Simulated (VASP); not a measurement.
# Li (R-3m) in VASP: electric field gradients with PBE

Aim: the electric field gradients of Li with PBE.

Program: VASP 6.6.1. These are calculated values, not measurements. Logs are shortened: lines on timing, memory, paths and dates and some standing lists are left out, and cuts for length are marked.

### Step 1. The cell of the first run

The structure is trigonal, space group R-3m (No. 166). Conventional cell: a = 3.008 Å, b = 3.008 Å, c = 22.765 Å, α = 90.00°, β = 90.00°, γ = 120.00°. Within 4.0 Å of Li (site symmetry -3m) lie 12 Li at 3.01 to 3.07 Å. Within 4.0 Å of Li (site symmetry 3m) lie 12 Li at 3.01 to 3.07 Å.

### Step 2. Electric field gradients, PBE (equal xx and yy strain of -3 %)

Input file INCAR:

```
PREC = Accurate
ENCUT = 520
EDIFF = 1E-8
ISMEAR = -1
SIGMA = 0.05
LREAL = False
LASPH = True
NELM = 80
ALGO = Normal
ISIF = 2
LWAVE = False
LCHARG = False
GGA = PE
LEFG = True
NBANDS = 12
```

Input file KPOINTS:

```
regular mesh
0
Gamma
  12 12 12
```

Input file POSCAR:

```
Li
1.0
    1.5039839967      0.8683255653      7.5883000000
   -1.5039839967      0.8683255653      7.5883000000
    0.0000000000     -1.7366511308      7.5883000000
Li
3
Direct
    0.0000000000      0.0000000000      0.0000000000
    0.2220000000      0.2220000000      0.2220000000
    0.7780000000      0.7780000000      0.7780000000
```

Potentials or basis: VASP PAW PBE potentials, release 64 (Li_sv).

The run is started by

```sh
$ cat potpaw_PBE.64/Li_sv/POTCAR > POTCAR
$ mpirun -np 1 vasp_std > vasp.out
```

OUTCAR:

```text
PREC = Accurate
   ENCUT = 520
   EDIFF = 1E-8
   ISMEAR = -1
   LREAL = False
   LASPH = True
   NELM = 80
   ISIF = 2
   GGA = PE

 ion  position               nearest neighbor table
   1  0.000  0.000  0.000-
   2  0.222  0.222  0.222-
   3  0.778  0.778  0.778-

  LATTYP: Found a trigonal (rhomboedric) cell.
 ALAT       =     7.7844880397
 COS(alpha) =     0.9253454444

  Lattice vectors:

 A1 = (   1.5039839967,   0.8683255653,   7.5883000000)
 A2 = (  -1.5039839967,   0.8683255653,   7.5883000000)
 A3 = (   0.0000000000,  -1.7366511308,   7.5883000000)

Analysis of symmetry for initial positions (statically):
=====================================================================
 Subroutine PRICEL returns:
 Original cell was already a primitive cell.

 Routine SETGRP: Setting up the symmetry group for a
 trigonal (rhombohedral) supercell.

 Subroutine GETGRP returns: Found 12 space group operations
 (whereof 12 operations were pure point group operations)
 out of a pool of 12 trial point group operations.

The static configuration has the point symmetry D_3d.

Analysis of symmetry for dynamics (positions and initial velocities):
=====================================================================
 Subroutine PRICEL returns:
 Original cell was already a primitive cell.

 Routine SETGRP: Setting up the symmetry group for a
 trigonal (rhombohedral) supercell.

 Subroutine GETGRP returns: Found 12 space group operations
 (whereof 12 operations were pure point group operations)
 out of a pool of 12 trial point group operations.

The dynamic configuration has the point symmetry D_3d.

 Subroutine INISYM returns: Found 12 space group operations
 (whereof 12 operations are pure point group operations),
 and found     1 'primitive' translations

----------------------------------------------------------------------------------------

                                     Primitive cell

  volume of cell :      59.4595

  direct lattice vectors                    reciprocal lattice vectors
     1.503983997  0.868325565  7.588300000     0.332450346  0.191940297  0.043927274
    -1.503983997  0.868325565  7.588300000    -0.332450346  0.191940297  0.043927274
     0.000000000 -1.736651131  7.588300000     0.000000000 -0.383880593  0.043927274

  length of vectors
     7.784488040  7.784488040  7.784488040     0.386385708  0.386385708  0.386385708

  position of ions in fractional coordinates (direct lattice)
     0.000000000  0.000000000  0.000000000
     0.222000000  0.222000000  0.222000000
     0.778000000  0.778000000  0.778000000

  ion indices of the primitive-cell ions
   primitive index   ion index
                 1           1
                 2           2
                 3           3

----------------------------------------------------------------------------------------

 KPOINTS: regular mesh

Automatic generation of k-mesh.
 Grid dimensions read from file:
 generate k-points for:   12   12   12

 Generating k-lattice:

  Cartesian coordinates                     Fractional coordinates (reciprocal lattice)
     0.027704195  0.015995025  0.003660606     0.083333333 -0.000000000 -0.000000000
    -0.027704195  0.015995025  0.003660606    -0.000000000  0.083333333 -0.000000000
     0.000000000 -0.031990049  0.003660606     0.000000000  0.000000000  0.083333333

  Length of vectors
     0.032198809  0.032198809  0.032198809

  Shift w.r.t. Gamma in fractional coordinates (k-lattice)
     0.000000000  0.000000000  0.000000000

 Subroutine IBZKPT returns following result:
 ===========================================

 Found    189 irreducible k-points:

[... 37 lines left out ...]
   ISTART =      0    job   : 0-new  1-cont  2-samecut
   ICHARG =      2    charge: 1-file 2-atom 10-const
   ISPIN  =      1    spin polarized calculation?
   LNONCOLLINEAR =      F non collinear calculations
   LSORBIT =      F    spin-orbit coupling
   LASPH  =      T    aspherical Exc in radial PAW
   ENCUT  =  520.0 eV  38.22 Ry    6.18 a.u.  14.47 14.47 14.47*2*pi/ulx,y,z
   NELM   =     80;   NELMIN=  2; NELMDL= -5     # of ELM steps
   EDIFF  = 0.1E-07   stopping-criterion for ELM
   LREAL  =      F    real-space projection
   EDIFFG = 0.1E-06   stopping-criterion for IOM
   NSW    =      0    number of steps for IOM
   IBRION =     -1    ionic relax: 0-MD 1-quasi-New 2-CG
   NFREE  =      0    steps in history (QN), initial steepest desc. (CG)
   ISIF   =      2    stress and relaxation
   ISYM   =      2    0-nonsym 1-usesym 2-fastsym
   POTIM  = 0.5000    time-step for ionic-motion
   TEBEG  =    0.0;   TEEND  =   0.0 temperature during run
   PSTRESS=    0.0 pullay stress
   NELECT =       9.0000    total number of electrons
   NUPDOWN=      -1.0000    fix difference up-down
   EMIN   =  10.00;   EMAX   =-10.00  energy-range for DOS
   EFERMI =   0.00;   METHOD = LEGACY
   ISMEAR =    -1;   SIGMA  =   0.05  broadening in eV -4-tet -1-fermi 0-gaus
   EFERMI_NEDOS =   21; number of points for ismear=-14 and -15
   IALGO  =     38    algorithm
   IMIX   =      4    mixing-type and parameters
     AMIX     =   0.40;   BMIX     =  1.00
     AMIX_MAG =   1.60;   BMIX_MAG =  1.00
  volume/ion in A,a.u.               =      19.82       133.75
  Fermi-wavevector in a.u.,A,eV,Ry     =   0.872466  1.648722 10.356712  0.761197
  Thomas-Fermi vector in A             =   1.991719
   LORBIT       =      0    0 simple, 1 ext, 2 COOP (PROOUT), +10 PAW based schemes
   GGA     = PE    functional components
   LHFCALC =     F    Hartree Fock is set to
   AEXX    =    0.0000 exact exchange contribution
   IVDW    =     0    specifies the selected vdW correction
   LEPSILON=     F    determine dielectric tensor
   LRPA    =     F    only Hartree local field effects (RPA)
 non-spin polarized calculation
  energy-cutoff  :      520.00
  volume of cell :       59.46
 maximum number of plane-waves:      1632
 NGX is ok and might be reduce to    60
   NGX = 29   NGY = 29   NGZ = 29

 number of electron       9.0000011 magnetization

 Free energy of the ion-electron system (eV)
  ---------------------------------------------------
  ext. energy  EPLUGINS =         0.00000000
  ---------------------------------------------------
  free energy    TOTEN  =        -5.72153532 eV

  energy without entropy =       -5.70916139  energy(sigma->0) =       -5.71534835

 E-fermi :   0.6603     XC(G=0):  -7.0990

 val. band max:        0.6531422149   @ k =  -0.2500   0.5000   0.2500
 cond. band min:       0.6764162524   @ k =   0.5000   0.0000   0.0000
 fundamental gap:      0.0232740374
 Fermi energy:         0.6602994282

 k-point     1 :       0.0000    0.0000    0.0000
  band No.  band energies     occupation
      1     -45.8059      2.00000
      2     -45.7927      2.00000
      3     -45.7879      2.00000
      4      -2.9010      2.00000
      5      -1.0080      2.00000
      6      -1.0072      2.00000
      7       6.1010      0.00000
      8       6.1284      0.00000
      9      14.0389      0.00000
     10      14.0389      0.00000
     11      14.1672      0.00000
     12      14.1672      0.00000
[... 331 lines left out ...]
 k-point    24 :      -0.4167    0.1667    0.0000
  band No.  band energies     occupation
      1     -45.7865      2.00000
      2     -45.7778      2.00000
      3     -45.7758      2.00000
      4       1.1235      0.00019
      5       1.9377      0.00000
      6       2.2059      0.00000
      7       4.4666      0.00000
      8       4.6875      0.00000
      9       5.2809      0.00000
     10       7.2472      0.00000
     11       7.8601      0.00000
     12       9.2940      0.00000

 [... further k-points ...]

------------------------ aborting loop because EDIFF is reached ----------------------------------------

  FORCE on cell =-STRESS in cart. coord.  units (eV):
  Direction    XX          YY          ZZ          XY          YZ          ZX
  --------------------------------------------------------------------------------------
  -------------------------------------------------------------------------------------
  Total        0.2041967      0.2041967     -0.1630571      0.0000000      0.0000000      0.0000000
  in kB        5.5022184      5.5022184     -4.3936823      0.0000000      0.0000000      0.0000000
  external PRESSURE =       2.2035848 kB  Pullay stress =       0.0000000 kB

 VOLUME and BASIS-vectors are now :
 -----------------------------------------------------------------------------
  energy-cutoff  :      520.00
  volume of cell :       59.46
      direct lattice vectors                 reciprocal lattice vectors
     1.503983997  0.868325565  7.588300000     0.332450346  0.191940297  0.043927274
    -1.503983997  0.868325565  7.588300000    -0.332450346  0.191940297  0.043927274
     0.000000000 -1.736651131  7.588300000     0.000000000 -0.383880593  0.043927274

 POSITION                                       TOTAL-FORCE (eV/Angst)
 -----------------------------------------------------------------------------------
      0.00000      0.00000      0.00000         0.000000      0.000000     -0.000000
      0.00000     -0.00000      5.05381        -0.000000     -0.000000      0.010180
      0.00000     -0.00000     17.71109        -0.000000      0.000000     -0.010180
 -----------------------------------------------------------------------------------
    total drift:                               -0.000000     -0.000000      0.000000

  FREE ENERGIE OF THE ION-ELECTRON SYSTEM (eV)
  ---------------------------------------------------
  free  energy   TOTEN  =        -5.7215353162 eV

  energy  without entropy=       -5.7091613929  energy(sigma->0) =       -5.71534835

 Electric field gradients (V/A^2)
---------------------------------------------------------------------
 ion       V_xx      V_yy      V_zz      V_xy      V_xz      V_yz
---------------------------------------------------------------------
   1       0.046     0.046    -0.091     0.000    -0.000     0.000
   2       0.039     0.039    -0.078     0.000    -0.000     0.000
   3       0.039     0.039    -0.078    -0.000    -0.000     0.000
---------------------------------------------------------------------

 Electric field gradients after diagonalization (V/A^2)
 (convention: |V_zz| > |V_xx| > |V_yy|)
----------------------------------------------------------------------
 ion       V_xx      V_yy      V_zz     asymmetry (V_yy - V_xx)/ V_zz
----------------------------------------------------------------------
   1       0.046     0.046    -0.091       0.000
   2       0.039     0.039    -0.078       0.000
   3       0.039     0.039    -0.078       0.000
----------------------------------------------------------------------

           NMR quadrupolar parameters

 Cq : quadrupolar parameter    Cq=e*Q*V_zz/h
 eta: asymmetry parameters     (V_yy - V_xx)/ V_zz
 Q  : nuclear electric quadrupole moment in mb (millibarn)
----------------------------------------------------------------------
 ion       Cq(MHz)       eta       Q (mb)
----------------------------------------------------------------------
   1      -0.000       0.000       1.000
   2      -0.000       0.000       1.000
   3      -0.000       0.000       1.000
----------------------------------------------------------------------
```

Wall time 30 min (1 thread of Intel Xeon 8259CL, shared host); peak memory 0.47 GiB.

Results:

```yaml
Free_energy: -5.7215 eV
Largest_force: 0.010 eV/Å
Band_gap_on_the_k_mesh: zero (an odd number of electrons rules out a gap without spin polarisation)
Largest_electric_field_gradient_by_atom: Li -0.09, -0.08 (each value once) V/Å²
```

Forces on the atoms (eV/Å):
```
Li   0.000  0.000  0.000
Li   0.000  0.000  0.010
Li   0.000  0.000 -0.010
```

Caveat: the cell differs from its parent crystal (equal xx and yy strain of -3 %); the cutoff is under 1.25 times the usual one of these potentials, so pressure, stress and relaxed cells hold a basis-set (Pulay) error; without QUAD_EFG the Cq values of the log hold for a quadrupole moment of 1 mb, not for the nuclei.

The gap in the log of VASP goes by the Fermi energy; the results here count the filled bands.